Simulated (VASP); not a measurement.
# CsCaH3 (P4/mmm) in VASP: single point with LDA

Aim: the single point of CsCaH3 with LDA.

Everything below comes from runs of VASP 6.6.1. Logs are shortened: lines on timing, memory, paths and dates and some standing lists are left out, and cuts for length are marked.

## Step 1: The cell of the first run

The structure is tetragonal, space group P4/mmm (No. 123). Conventional cell: a = 4.621 Å, b = 4.621 Å, c = 4.344 Å, α = 90.00°, β = 90.00°, γ = 90.00°. Within 4.4 Å of Cs (site symmetry 4/mmm) lie 12 H at 3.17 to 3.27 Å and 8 Ca at 3.92 Å and 2 Cs at 4.34 Å. Within 2.9 Å of Ca (site symmetry 4/mmm) lie 6 H at 2.17 to 2.31 Å. Within 3.3 Å of H (site symmetry mmm) lie 2 Ca at 2.31 Å and 4 Cs at 3.17 Å and 8 H at 3.17 to 3.27 Å. H (site symmetry 4/mmm) has 2 Ca at 2.17 Å within 2.9 Å.

## Step 2: Single point, LDA (strain -0.0600 x Voigt [1, 0, 0, 0, 0, 0])

INCAR reads:

```
SYSTEM = CsCaH3
ALGO = Normal
EDIFF = 1E-6
ENCUT = 520
ISIF = 2
ISMEAR = 0
LASPH = .TRUE.
LCHARG = .FALSE.
LREAL = .FALSE.
LWAVE = .FALSE.
NBANDS = 19
NELM = 100
PREC = Accurate
SIGMA = 0.05
```

KPOINTS reads:

```
k-points
0
G
  6 6 6
  0 0 0
```

POSCAR reads:

```
CsCaH3
1.0
    4.3439148400      0.0000000000      0.0000000000
    0.0000000000      4.6211860000      0.0000000000
    0.0000000000      0.0000000000      4.6211860000
Cs Ca H
1 1 3
Direct
    0.0000000000      0.0000000000      0.0000000000
    0.5000000000      0.5000000000      0.5000000000
    0.5000000000      0.0000000000      0.5000000000
    0.0000000000      0.5000000000      0.5000000000
    0.5000000000      0.5000000000      0.0000000000
```

Potentials or basis: VASP PAW LDA potentials, release 64 (Cs_sv, Ca_sv, H).

Launch:

```console
$ cat potpaw_LDA.64/Cs_sv/POTCAR potpaw_LDA.64/Ca_sv/POTCAR potpaw_LDA.64/H/POTCAR > POTCAR
$ mpirun -np 1 vasp_std > vasp.out
```

OUTCAR:

```text
SYSTEM = CsCaH3
   EDIFF = 1E-6
   ENCUT = 520
   ISIF = 2
   ISMEAR = 0
   LASPH = .TRUE.
   LREAL = .FALSE.
   NELM = 100
   PREC = Accurate

 ion  position               nearest neighbor table
   1  0.000  0.000  0.000-
   2  0.500  0.500  0.500-
   3  0.500  0.000  0.500-
   4  0.000  0.500  0.500-
   5  0.500  0.500  0.000-

  LATTYP: Found a simple tetragonal cell.
 ALAT       =     4.6211860000
 C/A-ratio  =     0.9400000000

  Lattice vectors:

 A1 = (   0.0000000000,   4.6211860000,   0.0000000000)
 A2 = (   0.0000000000,   0.0000000000,   4.6211860000)
 A3 = (   4.3439148400,   0.0000000000,   0.0000000000)

Analysis of symmetry for initial positions (statically):
=====================================================================
 Subroutine PRICEL returns:
 Original cell was already a primitive cell.

 Routine SETGRP: Setting up the symmetry group for a
 simple tetragonal supercell.

 Subroutine GETGRP returns: Found 16 space group operations
 (whereof 16 operations were pure point group operations)
 out of a pool of 16 trial point group operations.

The static configuration has the point symmetry D_4h.

Analysis of symmetry for dynamics (positions and initial velocities):
=====================================================================
 Subroutine PRICEL returns:
 Original cell was already a primitive cell.

 Routine SETGRP: Setting up the symmetry group for a
 simple tetragonal supercell.

 Subroutine GETGRP returns: Found 16 space group operations
 (whereof 16 operations were pure point group operations)
 out of a pool of 16 trial point group operations.

The dynamic configuration has the point symmetry D_4h.

 Subroutine INISYM returns: Found 16 space group operations
 (whereof 16 operations are pure point group operations),
 and found     1 'primitive' translations

----------------------------------------------------------------------------------------

                                     Primitive cell

  volume of cell :      92.7659

  direct lattice vectors                    reciprocal lattice vectors
[... 88 lines left out ...]
   LNONCOLLINEAR =      F non collinear calculations
   LSORBIT =      F    spin-orbit coupling
   LASPH  =      T    aspherical Exc in radial PAW
   ENCUT  =  520.0 eV  38.22 Ry    6.18 a.u.   8.08  8.59  8.59*2*pi/ulx,y,z
   NELM   =    100;   NELMIN=  2; NELMDL= -5     # of ELM steps
   EDIFF  = 0.1E-05   stopping-criterion for ELM
   LREAL  =      F    real-space projection
   EDIFFG = 0.1E-04   stopping-criterion for IOM
   NSW    =      0    number of steps for IOM
   IBRION =     -1    ionic relax: 0-MD 1-quasi-New 2-CG
   NFREE  =      0    steps in history (QN), initial steepest desc. (CG)
   ISIF   =      2    stress and relaxation
   ISYM   =      2    0-nonsym 1-usesym 2-fastsym
   POTIM  = 0.5000    time-step for ionic-motion
   TEBEG  =    0.0;   TEEND  =   0.0 temperature during run
   PSTRESS=    0.0 pullay stress
   NELECT =      22.0000    total number of electrons
   NUPDOWN=      -1.0000    fix difference up-down
   EMIN   =  10.00;   EMAX   =-10.00  energy-range for DOS
   EFERMI =   0.00;   METHOD = LEGACY
   ISMEAR =     0;   SIGMA  =   0.05  broadening in eV -4-tet -1-fermi 0-gaus
   EFERMI_NEDOS =   21; number of points for ismear=-14 and -15
   IALGO  =     38    algorithm
   IMIX   =      4    mixing-type and parameters
     AMIX     =   0.40;   BMIX     =  1.00
     AMIX_MAG =   1.60;   BMIX_MAG =  1.00
  volume/ion in A,a.u.               =      18.55       125.20
  Fermi-wavevector in a.u.,A,eV,Ry     =   1.013335  1.914925 13.971109  1.026848
  Thomas-Fermi vector in A             =   2.146498
   LORBIT       =      0    0 simple, 1 ext, 2 COOP (PROOUT), +10 PAW based schemes
   GGA     = CA    functional components
   LHFCALC =     F    Hartree Fock is set to
   AEXX    =    0.0000 exact exchange contribution
   IVDW    =     0    specifies the selected vdW correction
   LEPSILON=     F    determine dielectric tensor
   LRPA    =     F    only Hartree local field effects (RPA)
 non-spin polarized calculation
 Gauss-broadening in eV      SIGMA  =   0.05
  energy-cutoff  :      520.00
  volume of cell :       92.77
 maximum number of plane-waves:      2520
   NGX = 17   NGY = 17   NGZ = 17

 number of electron      22.0000005 magnetization

 Free energy of the ion-electron system (eV)
  ---------------------------------------------------
  ext. energy  EPLUGINS =         0.00000000
  ---------------------------------------------------
  free energy    TOTEN  =       -15.91300045 eV

  energy without entropy =      -15.91300045  energy(sigma->0) =      -15.91300045

 E-fermi :   0.1816     XC(G=0):  -8.6197

 val. band max:       -0.1462969382   @ k =   0.5000   0.5000   0.0000
 cond. band min:       2.4953770807   @ k =   0.5000   0.5000   0.0000
 fundamental gap:      2.6416740189
 Fermi energy:         0.1816420227

 k-point     1 :       0.0000    0.0000    0.0000
  band No.  band energies     occupation
      1     -38.6145      2.00000
      2     -20.3666      2.00000
      3     -19.9460      2.00000
      4     -19.9460      2.00000
      5     -19.9148      2.00000
      6      -7.1106      2.00000
[... 505 lines left out ...]
      6      -7.6441      2.00000
[... 11 lines left out ...]
     18       6.9567      0.00000
     19       7.8141      0.00000

 [... further k-points ...]

------------------------ aborting loop because EDIFF is reached ----------------------------------------

  FORCE on cell =-STRESS in cart. coord.  units (eV):
  Direction    XX          YY          ZZ          XY          YZ          ZX
  --------------------------------------------------------------------------------------
  -------------------------------------------------------------------------------------
  Total        0.6407820     -1.0395736     -1.0395736      0.0000000      0.0000000     -0.0000000
  in kB       11.0670715    -17.9546785    -17.9546785      0.0000000      0.0000000     -0.0000000
  external PRESSURE =      -8.2807618 kB  Pullay stress =       0.0000000 kB

 VOLUME and BASIS-vectors are now :
 -----------------------------------------------------------------------------
  energy-cutoff  :      520.00
  volume of cell :       92.77
      direct lattice vectors                 reciprocal lattice vectors
     4.343914840  0.000000000  0.000000000     0.230207091  0.000000000  0.000000000
     0.000000000  4.621186000  0.000000000     0.000000000  0.216394666  0.000000000
     0.000000000  0.000000000  4.621186000     0.000000000  0.000000000  0.216394666

 POSITION                                       TOTAL-FORCE (eV/Angst)
 -----------------------------------------------------------------------------------
      0.00000      0.00000      0.00000         0.000000      0.000000      0.000000
      2.17196      2.31059      2.31059         0.000000      0.000000      0.000000
      2.17196      0.00000      2.31059         0.000000      0.000000      0.000000
      0.00000      2.31059      2.31059         0.000000      0.000000      0.000000
      2.17196      2.31059      0.00000         0.000000      0.000000      0.000000
 -----------------------------------------------------------------------------------
    total drift:                                0.000000      0.000000     -0.000000

  FREE ENERGIE OF THE ION-ELECTRON SYSTEM (eV)
  ---------------------------------------------------
  free  energy   TOTEN  =       -15.9130004451 eV

  energy  without entropy=      -15.9130004451  energy(sigma->0) =      -15.91300045
```

Run time: 24 s. Hardware: 1 thread of Intel Xeon 6975P-C (Granite Rapids), shared host; peak memory 0.21 GiB.

Results:

| Item | Value |
| --- | --- |
| Free energy | -15.9130 eV |
| Pressure | -0.8 GPa |
| Band gap on the k mesh | 2.64 eV |

Caveat: the cell differs from its parent crystal (strain -0.0600 x Voigt [1, 0, 0, 0, 0, 0]); spin-orbit coupling is left out, which moves the levels of the heavy elements. A k mesh can miss the band edges.
